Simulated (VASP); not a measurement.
# H10CO6 in VASP: further runs

The runs below take H10CO6 through single point, with r2SCAN+D3(BJ).

All numbers are computed with VASP 6.6.1; they aren't measurements. Logs are shortened: lines on timing, memory, paths and dates and some standing lists are left out, and cuts for length are marked.

### Step 1. The cell of the first run

The cell holds a disordered packing, 17 atoms: a = 5.481 Å, b = 5.481 Å, c = 5.481 Å, α = 90.00°, β = 90.00°, γ = 90.00°.

### Step 2. Single point, r2SCAN+D3(BJ)

File POSCAR:

```
H10CO6
1.0
    5.4814800000      0.0000000000      0.0000000000
    0.0000000000      5.4814800000      0.0000000000
    0.0000000000      0.0000000000      5.4814800000
O H C
6 10 1
Direct
    0.8111576201      0.3565386495      0.5711766437
    1.0206423477      0.4409174924      1.0179792609
    0.8878605459      0.8738136507      0.2761595331
    0.3440044337      0.6959994215      0.5537487481
    0.3499711031      0.1373140970      0.3308344815
    0.4685671155     -0.0475595840     -0.0135173451
    0.6551873248      0.4327902622      0.5403619352
    0.7985294637      0.1894490066      0.5163164718
    0.9822104592      0.3094636305      1.1285575514
    0.9335939109      0.4030971602      0.8667644722
    0.7271584379      0.8439519052      0.2095716019
    0.9796689029      0.7450573237      0.1954943036
    0.3579599864      0.7512795024      0.7218949607
    0.1937855676      0.6029325164      0.5460920944
    0.3220481557     -0.0332134430      0.3909668966
    0.4549356866      0.3242359615      0.0317786852
    0.4263370383      0.1363035473      0.1047603048
```

File INCAR.step1:

```
ALGO = Normal
EDIFF = 1E-4
ENCUT = 520
GGA = PE
ISMEAR = -1
LASPH = True
LCHARG = False
LREAL = Auto
LWAVE = True
NBANDS = 39
NELM = 60
PREC = Accurate
SIGMA = 0.02
```

File INCAR.step2:

```
ALGO = Normal
EDIFF = 1E-6
ENCUT = 520
ISIF = 2
ISMEAR = -1
ISTART = 1
IVDW = 12
LASPH = True
LCHARG = False
LMIXTAU = True
LREAL = Auto
LWAVE = False
METAGGA = R2SCAN
NBANDS = 39
NELM = 60
PREC = Accurate
SIGMA = 0.02
VDW_A1 = 0.49484001
VDW_A2 = 5.73083694
VDW_S6 = 1.0
VDW_S8 = 0.78981345
```

File KPOINTS:

```
k-points
0
Gamma
  1 1 1
```

Potentials or basis: VASP PAW PBE potentials, release 64 (O, H, C).

On the command line:

```bash
$ cat potpaw_PBE.64/O/POTCAR potpaw_PBE.64/H/POTCAR potpaw_PBE.64/C/POTCAR > POTCAR
$ cp INCAR.step1 INCAR
$ mpirun -np 1 vasp_gam > vasp.out
$ cp INCAR.step2 INCAR
$ mpirun -np 1 vasp_gam > vasp.out
```

OUTCAR:

```text
EDIFF = 1E-6
   ENCUT = 520
   ISIF = 2
   ISMEAR = -1
   ISTART = 1
   IVDW = 12
   LASPH = True
   LREAL = Auto
   METAGGA = R2SCAN
   NELM = 60
   PREC = Accurate
 IVDW          = 12

 ion  position               nearest neighbor table
   1  0.811  0.357  0.571-   8 0.97   7 0.97
   2  0.021  0.441  0.018-   9 0.96  10 0.98
   3  0.888  0.874  0.276-  11 0.97  12 0.97
   4  0.344  0.696  0.554-  14 0.97  13 0.97
   5  0.350  0.137  0.331-  15 1.00  17 1.31
   6  0.469  0.952  0.986-  17 1.22
   7  0.655  0.433  0.540-   1 0.97
   8  0.799  0.189  0.516-   1 0.97
   9  0.982  0.309  0.129-   2 0.96
  10  0.934  0.403  0.867-   2 0.98
  11  0.727  0.844  0.210-   3 0.97
  12  0.980  0.745  0.195-   3 0.97
  13  0.358  0.751  0.722-   4 0.97
  14  0.194  0.603  0.546-   4 0.97
  15  0.322  0.967  0.391-   5 1.00
  16  0.455  0.324  0.032-  17 1.12
  17  0.426  0.136  0.105-  16 1.12   6 1.22   5 1.31

  LATTYP: Found a simple cubic cell.
 ALAT       =     5.4814800000

  Lattice vectors:

 A1 = (   5.4814800000,   0.0000000000,   0.0000000000)
 A2 = (   0.0000000000,   5.4814800000,   0.0000000000)
 A3 = (   0.0000000000,   0.0000000000,   5.4814800000)

Analysis of symmetry for initial positions (statically):
=====================================================================
 Subroutine PRICEL returns:
 Original cell was already a primitive cell.

 Routine SETGRP: Setting up the symmetry group for a
 simple cubic supercell.

 Subroutine GETGRP returns: Found  1 space group operations
 (whereof  1 operations were pure point group operations)
 out of a pool of 48 trial point group operations.

The static configuration has the point symmetry C_1 .

Analysis of symmetry for dynamics (positions and initial velocities):
=====================================================================
 Subroutine PRICEL returns:
 Original cell was already a primitive cell.

 Routine SETGRP: Setting up the symmetry group for a
 simple cubic supercell.

 Subroutine GETGRP returns: Found  1 space group operations
 (whereof  1 operations were pure point group operations)
 out of a pool of 48 trial point group operations.

The dynamic configuration has the point symmetry C_1 .

 Subroutine INISYM returns: Found  1 space group operations
 (whereof  1 operations are pure point group operations),
 and found     1 'primitive' translations

----------------------------------------------------------------------------------------

                                     Primitive cell

  volume of cell :     164.7000

  direct lattice vectors                    reciprocal lattice vectors
     5.481480000  0.000000000  0.000000000     0.182432482  0.000000000  0.000000000
     0.000000000  5.481480000  0.000000000     0.000000000  0.182432482  0.000000000
     0.000000000  0.000000000  5.481480000     0.000000000  0.000000000  0.182432482

  length of vectors
     5.481480000  5.481480000  5.481480000     0.182432482  0.182432482  0.182432482

  position of ions in fractional coordinates (direct lattice)
     0.811157620  0.356538650  0.571176644
     0.020642348  0.440917492  0.017979261
     0.887860546  0.873813651  0.276159533
     0.344004434  0.695999421  0.553748748
     0.349971103  0.137314097  0.330834481
     0.468567116  0.952440416  0.986482655
[... 9 lines left out ...]
     0.454935687  0.324235962  0.031778685
     0.426337038  0.136303547  0.104760305

  ion indices of the primitive-cell ions
   primitive index   ion index
                 1           1
                 2           2
                 3           3
                 4           4
                 5           5
                 6           6
[... 9 lines left out ...]
                16          16
                17          17

----------------------------------------------------------------------------------------

 KPOINTS: k-points

Automatic generation of k-mesh.
 Grid dimensions read from file:
 generate k-points for:    1    1    1

 Generating k-lattice:

  Cartesian coordinates                     Fractional coordinates (reciprocal lattice)
     0.182432482  0.000000000  0.000000000     1.000000000  0.000000000  0.000000000
     0.000000000  0.182432482  0.000000000     0.000000000  1.000000000  0.000000000
     0.000000000  0.000000000  0.182432482     0.000000000  0.000000000  1.000000000

  Length of vectors
     0.182432482  0.182432482  0.182432482

  Shift w.r.t. Gamma in fractional coordinates (k-lattice)
     0.000000000  0.000000000  0.000000000

 Subroutine IBZKPT returns following result:
 ===========================================

 Found      1 irreducible k-points:

 Following reciprocal coordinates:
            Coordinates               Weight
  0.000000  0.000000  0.000000      1.000000
   k-points           NKPTS =      1   k-points in BZ     NKDIM =      1   number of bands    NBANDS=     39
   number of dos      NEDOS =    301   number of ions     NIONS =     17
   total plane-waves  NPLWV =  74088
   dimension x,y,z NGX =    42 NGY =   42 NGZ =   42
   dimension x,y,z NGXF=    84 NGYF=   84 NGZF=   84
   ions per type =               6  10   1
   NGX,Y,Z   is equivalent  to a cutoff of  12.74, 12.74, 12.74 a.u.
   NGXF,Y,Z  is equivalent  to a cutoff of  25.48, 25.48, 25.48 a.u.
 SYSTEM =  unknown system
   PREC   = accura    normal or accurate (medium, high low for compatibility)
   ISTART =      1    job   : 0-new  1-cont  2-samecut
   ICHARG =      0    charge: 1-file 2-atom 10-const
   ISPIN  =      1    spin polarized calculation?
   LNONCOLLINEAR =      F non collinear calculations
   LSORBIT =      F    spin-orbit coupling
   LASPH  =      T    aspherical Exc in radial PAW
   ENCUT  =  520.0 eV  38.22 Ry    6.18 a.u.  10.19 10.19 10.19*2*pi/ulx,y,z
   NELM   =     60;   NELMIN=  2; NELMDL=  0     # of ELM steps
   EDIFF  = 0.1E-05   stopping-criterion for ELM
   LREAL  =      T    real-space projection
   EDIFFG = 0.1E-04   stopping-criterion for IOM
   NSW    =      0    number of steps for IOM
[... 5 lines left out ...]
   TEBEG  =    0.0;   TEEND  =   0.0 temperature during run
   PSTRESS=    0.0 pullay stress
   NELECT =      50.0000    total number of electrons
   NUPDOWN=      -1.0000    fix difference up-down
   EMIN   =  10.00;   EMAX   =-10.00  energy-range for DOS
   EFERMI =   0.00;   METHOD = LEGACY
   ISMEAR =    -1;   SIGMA  =   0.02  broadening in eV -4-tet -1-fermi 0-gaus
   EFERMI_NEDOS =   21; number of points for ismear=-14 and -15
   IALGO  =     38    algorithm
   IMIX   =      4    mixing-type and parameters
     AMIX     =   0.40;   BMIX     =  1.00
     AMIX_MAG =   1.60;   BMIX_MAG =  1.00
  volume/ion in A,a.u.               =       9.69        65.38
  Fermi-wavevector in a.u.,A,eV,Ry     =   1.100273  2.079214 16.471213  1.210600
  Thomas-Fermi vector in A             =   2.236681
   LORBIT       =      0    0 simple, 1 ext, 2 COOP (PROOUT), +10 PAW based schemes
   METAGGA = R2SCAN    functional components
   LHFCALC =     F    Hartree Fock is set to
   AEXX    =    0.0000 exact exchange contribution
   IVDW    =    12    specifies the selected vdW correction
   LEPSILON=     F    determine dielectric tensor
   LRPA    =     F    only Hartree local field effects (RPA)
 non-spin polarized calculation
  energy-cutoff  :      520.00
  volume of cell :      164.70
 maximum number of plane-waves:      2193
 NGX is ok and might be reduce to    42
   NGX = 21   NGY = 21   NGZ = 21

 number of electron      50.0000000 magnetization

 Free energy of the ion-electron system (eV)
  ---------------------------------------------------
  ext. energy  EPLUGINS =         0.00000000
  ---------------------------------------------------
  free energy    TOTEN  =       -96.37658315 eV

  energy without entropy =      -96.37658315  energy(sigma->0) =      -96.37658315

 E-fermi :  -3.0795     XC(G=0):  -7.7205

 val. band max:       -3.6782510852   @ k =   0.0000   0.0000   0.0000
 cond. band min:       2.3575842440   @ k =   0.0000   0.0000   0.0000
 fundamental gap:      6.0358353292
 Fermi energy:        -3.0794924943

 k-point     1 :       0.0000    0.0000    0.0000
  band No.  band energies     occupation
      1     -26.0607      2.00000
      2     -23.6266      2.00000
      3     -23.4377      2.00000
      4     -23.2332      2.00000
      5     -22.7760      2.00000
      6     -22.5657      2.00000
[... 29 lines left out ...]
     36       9.1836      0.00000
     37       9.6564      0.00000
 [bands above 37 left out]

------------------------ aborting loop because EDIFF is reached ----------------------------------------

 Edisp (eV)   -0.34681

 E8    (eV) :    -0.0527

  FORCE on cell =-STRESS in cart. coord.  units (eV):
  Direction    XX          YY          ZZ          XY          YZ          ZX
  --------------------------------------------------------------------------------------
  -------------------------------------------------------------------------------------
  Total      -0.54395    -2.77201    -0.35362    -0.50935     0.24704     0.33817
  in kB      -5.29145   -26.96570    -3.43993    -4.95490     2.40314     3.28968
  external pressure =      -11.90 kB  Pullay stress =        0.00 kB

 VOLUME and BASIS-vectors are now :
 -----------------------------------------------------------------------------
  energy-cutoff  :      520.00
  volume of cell :      164.70
      direct lattice vectors                 reciprocal lattice vectors
     5.481480000  0.000000000  0.000000000     0.182432482  0.000000000  0.000000000
     0.000000000  5.481480000  0.000000000     0.000000000  0.182432482  0.000000000
     0.000000000  0.000000000  5.481480000     0.000000000  0.000000000  0.182432482

 POSITION                                       TOTAL-FORCE (eV/Angst)
 -----------------------------------------------------------------------------------
      4.44634      1.95436      3.13089         0.097064     -0.016169      0.075623
      0.11315      2.41688      0.09855         0.072414      0.093851     -0.043665
      4.86679      4.78979      1.51376        -0.011150      0.128440      0.071452
      1.88565      3.81511      3.03536        -0.034948     -0.010984      0.023567
      1.91836      0.75268      1.81346        -0.219182      0.199782      0.121959
      2.56844      5.22078      5.40738         0.017733     -0.429680     -0.316572
[... 9 lines left out ...]
      2.49372      1.77729      0.17419        -0.001922     -0.122569      0.106625
      2.33696      0.74715      0.57424         0.188588      0.535600     -0.155118
 -----------------------------------------------------------------------------------
    total drift:                               -0.004002      0.004166     -0.001542

  FREE ENERGIE OF THE ION-ELECTRON SYSTEM (eV)
  ---------------------------------------------------
  free  energy   TOTEN  =       -96.7233924028 eV

  energy  without entropy=      -96.7233924028  energy(sigma->0) =      -96.72339240
```

It took 1.9 min on 1 thread of Intel Xeon 8259CL, shared host; peak memory 0.22 GiB.

What came out:

```
Free energy                : -96.7234 eV
Pressure                   : -1.2 GPa
Largest force              : 0.589 eV/Å
Dispersion energy per atom : -0.020 eV
```

Forces in eV/Å, atoms in the order of the input:
```
O    0.097 -0.016  0.076
O    0.072  0.094 -0.044
O   -0.011  0.128  0.071
O   -0.035 -0.011  0.024
O   -0.219  0.200  0.122
O    0.018 -0.430 -0.317
H   -0.164  0.124 -0.036
H    0.047 -0.138 -0.023
H   -0.028 -0.124  0.181
H   -0.041  0.024 -0.135
H   -0.153  0.002 -0.052
H    0.097 -0.139 -0.039
H    0.097  0.086  0.066
H   -0.048 -0.023 -0.017
H    0.084 -0.188  0.172
H   -0.002 -0.123  0.107
C    0.189  0.536 -0.155
```

Stress tensor (GPa, compression positive):
```
-0.53 -0.50  0.33
-0.50 -2.70  0.24
 0.33  0.24 -0.34
```

Levels at points of the mesh, in eV from the Fermi level:
| k point | band 23 | band 24 | band 25 | band 26 | band 27 | band 28 |
| --- | --- | --- | --- | --- | --- | --- |
| (0.00, 0.00, 0.00) | -0.93 | -0.64 | -0.60 | 5.44 | 5.61 | 8.86 |

Caveat: the k points lie up to 1.15 Å⁻¹ apart, too coarse for converged energies, forces and pressures; the PAW data sets were made with another functional, which shifts forces and pressure a little.

### Step 3. Single point, r2SCAN+D3(BJ)

File POSCAR:

```
H10CO6
1.0
    5.4814800000      0.0000000000      0.0000000000
    0.0000000000      5.4814800000      0.0000000000
    0.0000000000      0.0000000000      5.4814800000
O H C
6 10 1
Direct
    0.7988353510      0.3047169742      0.5655954231
    1.0117340572      0.4449528230      1.0399563622
    0.9004137569      0.9036975415      0.2727730467
    0.3158453556      0.7126542467      0.5365156855
    0.3921386195      0.1477155805      0.3491940133
    0.4532170144     -0.0182250049     -0.0258141962
    0.6363427396      0.3309325219      0.5065237855
    0.8334792793      0.1441034173      0.5173055452
    1.0051847311      0.3171406263      1.1511854463
    0.8675759102      0.4099440297      0.9322664682
    0.8695096945      0.7925049439      0.1327196305
    1.0752752906      0.8550063122      0.2995906215
    0.4116953815      0.7165400585      0.6928055927
    0.1822135628      0.6021731357      0.5505082569
    0.3602129352     -0.0179331130      0.4296284945
    0.5038237848      0.3425534710      0.0425250115
    0.4495501215      0.1582966644      0.1061209746
```

File INCAR.step1:

```
PREC = Accurate ; ENCUT = 520
ISMEAR = -1 ; SIGMA = 0.02
LREAL = Auto ; LASPH = True
NELM = 80 ; NBANDS = 39
GGA = PE ; ALGO = Normal
EDIFF = 1E-4 ; LWAVE = True
LCHARG = False
```

File INCAR.step2:

```
PREC = Accurate ; ENCUT = 520
EDIFF = 1E-7 ; ISMEAR = -1
SIGMA = 0.02 ; LREAL = Auto
LASPH = True ; NELM = 80
ALGO = Normal ; ISIF = 2
LWAVE = False ; LCHARG = False
METAGGA = R2SCAN ; LMIXTAU = True
IVDW = 12 ; VDW_S6 = 1.0
VDW_S8 = 0.78981345 ; VDW_A1 = 0.49484001
VDW_A2 = 5.73083694 ; NBANDS = 39
ISTART = 1
```

File KPOINTS:

```
Automatic mesh
0
Gamma
  1 1 1
```

Potentials or basis: VASP PAW PBE potentials, release 64 (O, H, C).

On the command line:

```bash
$ cat potpaw_PBE.64/O/POTCAR potpaw_PBE.64/H/POTCAR potpaw_PBE.64/C/POTCAR > POTCAR
$ cp INCAR.step1 INCAR
$ mpirun -np 1 vasp_gam > vasp.out
$ cp INCAR.step2 INCAR
$ mpirun -np 1 vasp_gam > vasp.out
```

OUTCAR:

```text
PREC = Accurate
   ENCUT = 520
   EDIFF = 1E-7
   ISMEAR = -1
   LREAL = Auto
   LASPH = True
   NELM = 80
   ISIF = 2
   METAGGA = R2SCAN
   IVDW = 12
   ISTART = 1
 IVDW          = 12

 ion  position               nearest neighbor table
   1  0.799  0.305  0.566-   8 0.94   7 0.96
   2  0.012  0.445  0.040-   9 0.93  10 1.00
   3  0.900  0.904  0.273-  11 0.99  12 1.01
   4  0.316  0.713  0.537-  14 0.95  13 1.01
   5  0.392  0.148  0.349-  15 1.02  17 1.37
   6  0.453  0.982  0.974-  17 1.21
   7  0.636  0.331  0.507-   1 0.96
   8  0.833  0.144  0.517-   1 0.94
   9  0.005  0.317  0.151-   2 0.93
  10  0.868  0.410  0.932-   2 1.00
  11  0.870  0.793  0.133-   3 0.99
  12  0.075  0.855  0.300-   3 1.01
  13  0.412  0.717  0.693-   4 1.01
  14  0.182  0.602  0.551-   4 0.95
  15  0.360  0.982  0.430-   5 1.02
  16  0.504  0.343  0.043-  17 1.11
  17  0.450  0.158  0.106-  16 1.11   6 1.21   5 1.37

  LATTYP: Found a simple cubic cell.
 ALAT       =     5.4814800000

  Lattice vectors:

[... 187 lines left out ...]
 cond. band min:       2.3143858096   @ k =   0.0000   0.0000   0.0000
 fundamental gap:      5.7115669422
 Fermi energy:        -2.8485565002

 k-point     1 :       0.0000    0.0000    0.0000
  band No.  band energies     occupation
      1     -25.4335      2.00000
      2     -23.7034      2.00000
      3     -23.2932      2.00000
      4     -23.0558      2.00000
      5     -22.7412      2.00000
      6     -22.5554      2.00000
[... 29 lines left out ...]
     36       9.1592      0.00000
     37       9.4094      0.00000
 [bands above 37 left out]

------------------------ aborting loop because EDIFF is reached ----------------------------------------

 Edisp (eV)   -0.34659

 E8    (eV) :    -0.0526

  FORCE on cell =-STRESS in cart. coord.  units (eV):
  Direction    XX          YY          ZZ          XY          YZ          ZX
  --------------------------------------------------------------------------------------
  -------------------------------------------------------------------------------------
  Total      -2.66205     0.36528    -3.81992    -0.01270     0.28766     0.21051
  in kB     -25.89604     3.55335   -37.15968    -0.12356     2.79830     2.04780
  external pressure =      -19.83 kB  Pullay stress =        0.00 kB

 VOLUME and BASIS-vectors are now :
 -----------------------------------------------------------------------------
  energy-cutoff  :      520.00
  volume of cell :      164.70
      direct lattice vectors                 reciprocal lattice vectors
     5.481480000  0.000000000  0.000000000     0.182432482  0.000000000  0.000000000
     0.000000000  5.481480000  0.000000000     0.000000000  0.182432482  0.000000000
     0.000000000  0.000000000  5.481480000     0.000000000  0.000000000  0.182432482

 POSITION                                       TOTAL-FORCE (eV/Angst)
 -----------------------------------------------------------------------------------
      4.37880      1.67030      3.10030         0.229692      1.905511      1.100906
      0.06432      2.43900      0.21902        -1.195679      1.393390     -2.438362
      4.93560      4.95360      1.49520         1.780974     -1.221431     -0.834524
      1.73130      3.90640      2.94090         1.727598      0.594982      1.217040
      2.14950      0.80970      1.91410        -0.102374      0.867498     -1.275886
      2.48430      5.38158      5.33998         0.118892     -0.350373     -0.324413
[... 9 lines left out ...]
      2.76170      1.87770      0.23310        -0.266862      0.258867      0.343508
      2.46420      0.86770      0.58170        -0.200221     -1.231376      1.794073
 -----------------------------------------------------------------------------------
    total drift:                               -0.001425      0.006943      0.006480

  FREE ENERGIE OF THE ION-ELECTRON SYSTEM (eV)
  ---------------------------------------------------
  free  energy   TOTEN  =       -95.7504605774 eV

  energy  without entropy=      -95.7504605774  energy(sigma->0) =      -95.75046058
```

It took 2 min on 1 thread of Intel Xeon 8259CL, shared host; peak memory 0.22 GiB.

Results:

```yaml
Free_energy: -95.7505 eV
Pressure: -2.0 GPa
Largest_force: 3.052 eV/Å
Dispersion_energy_per_atom: -0.020 eV
```

Forces on the atoms (eV/Å):
```
O    0.230  1.906  1.101
O   -1.196  1.393 -2.438
O    1.781 -1.221 -0.835
O    1.728  0.595  1.217
O   -0.102  0.867 -1.276
O    0.119 -0.350 -0.324
H   -0.365  0.051 -0.158
H    0.332 -1.591 -0.532
H   -0.083 -1.653  1.752
H    1.454  0.128  0.283
H   -0.221  0.598  0.978
H   -1.664  0.555 -0.044
H   -1.227 -0.040 -1.153
H   -0.593 -0.547  0.380
H    0.276  0.283 -1.087
H   -0.267  0.259  0.344
C   -0.200 -1.231  1.794
```

Caveat: the k points lie up to 1.15 Å⁻¹ apart, too coarse for converged energies, forces and pressures; the PAW data sets were made with another functional, which shifts forces and pressure a little.

(Continued in part 2 of 2.)
